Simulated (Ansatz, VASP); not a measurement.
## SnO2: VASP beside Ansatz

```xyz
3
Lattice="0.0000 2.5782 2.5782 2.5782 0.0000 2.5782 2.5782 2.5782 0.0000" Properties=species:S:1:pos:R:3 pbc="T T T"
Sn    2.5782    2.5782    2.5782
O     1.2891    1.2891    1.2891
O     3.8673    3.8673    3.8673
```

Alike in both runs: functional PBE; k mesh 4 × 4 × 4; occupations gaussian, width 0.15 eV; no spin polarisation.

Ansatz relaxed the structure, and its values are those at the end. VASP's run is a single point on that final structure, the one shown.

|  | VASP | Ansatz |
| --- | --- | --- |
| version | VASP 6.6.1 | Ansatz 0.2.0 |
| potentials or method | VASP PAW PBE potentials, release 64 (Sn_d, O), cutoff 600 eV | scalar-relativistic, plane waves, PAW |
| valence electrons in the cell | 26 | 26 |

```csv
,VASP,Ansatz,Ansatz less VASP
gap on the k mesh at the Fermi level (eV),none,none,-
pressure (GPa),-0.2,-0.5,-0.25
```

A gap of «none» marks a metal or a gap that the smearing closes. With one functional, cell and mesh, what is left measures potentials, basis and numerics.

The k mesh is coarse, so the values compare programs but aren't converged.
